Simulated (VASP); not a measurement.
A run of VASP 6.6.1 is set up as follows.

File INCAR:

```
PREC = Accurate ; ENCUT = 520
EDIFF = 1E-7 ; ISMEAR = 0
SIGMA = 0.1 ; LREAL = F
LASPH = T ; NELM = 60
ALGO = Normal ; ISIF = 2
LWAVE = F ; LCHARG = F
GGA = PE ; NBANDS = 18
ISYM = 0
```

KPOINTS

```
Automatic mesh
0
Gamma
  9 9 8
```

POSCAR

```
TiAl3
1.0
    3.8453468584      0.0000000000      0.0000000000
    0.0000000000      3.8453468584      0.0000000000
    1.9226734292     -1.9226734292      4.3114047966
Ti Al
1 3
Direct
    0.0000000000      0.0000000000      0.0000000000
    0.5000000000      0.5000000000      0.0000000000
    0.2500000000      0.2500000000      0.5000000000
    0.7500000000      0.7500000000      0.5000000000
```

Potentials or basis: VASP PAW PBE potentials, release 64 (Ti_sv, Al).

Run with:

```sh
$ cat potpaw_PBE.64/Ti_sv/POTCAR potpaw_PBE.64/Al/POTCAR > POTCAR
$ mpirun -np 1 vasp_std > vasp.out
```

**Question.** Estimate the largest force.

**Answer.** 0.003 eV/Å.

**Question.** Predict the pressure.

**Answer.** 0.0 GPa.

**Question.** What does it give for the band gap on the k mesh?

**Answer.** Zero (an odd number of electrons rules out a gap without spin polarisation).

Stress tensor (GPa, compression positive):
```
-0.05  0.00 -0.07
 0.00 -0.05  0.07
-0.07  0.07  0.01
```
